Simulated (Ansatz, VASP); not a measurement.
One calculation of Zn2Si3N3, two programs

```
CELL_PARAMETERS angstrom
6.50905 0.00000 0.00000
-3.25452 5.63700 0.00000
0.00000 0.00000 2.88363
ATOMIC_POSITIONS crystal
Zn 0.33333 0.66667 0.00000
Zn 0.66667 0.33333 0.00000
Si 0.00000 0.79124 0.50000
Si 0.79124 0.00000 0.50000
Si 0.20876 0.20876 0.50000
N 0.00000 0.62700 0.00000
N 0.62700 0.00000 0.00000
N 0.37300 0.37300 0.00000
```

Change from the starting cell: built by hand: ZrNiAl-derived, vacant 1b site (P-62m, No. 189).

Alike in both runs: functional PBE; k mesh 4 × 4 × 4; occupations gaussian, width 0.2 eV; no spin polarisation.

Ansatz relaxed the structure, and its values are those at the end. VASP's run is a single point on that final structure, the one shown.

|  | VASP | Ansatz |
| --- | --- | --- |
| version | VASP 6.6.1 | Ansatz 0.2.0 |
| potentials or method | VASP PAW PBE potentials, release 64 (Zn, Si, N), cutoff 520 eV | scalar-relativistic, plane waves, PAW |
| valence electrons in the cell | 51 | 51 |

|  | VASP | Ansatz | Ansatz less VASP |
| --- | --- | --- | --- |
| gap on the k mesh at the Fermi level (eV) | none | none | - |
| pressure (GPa) | 0.2 | 0.1 | -0.14 |
| rms of the force components (eV/Å) | 0.012 | 0.016 | +0.0036 |

A gap of «none» marks a metal or a gap that the smearing closes. The functional is the same, so the differences come from potentials, cutoffs and numerics.

The k mesh is coarse, so the values compare programs but aren't converged.
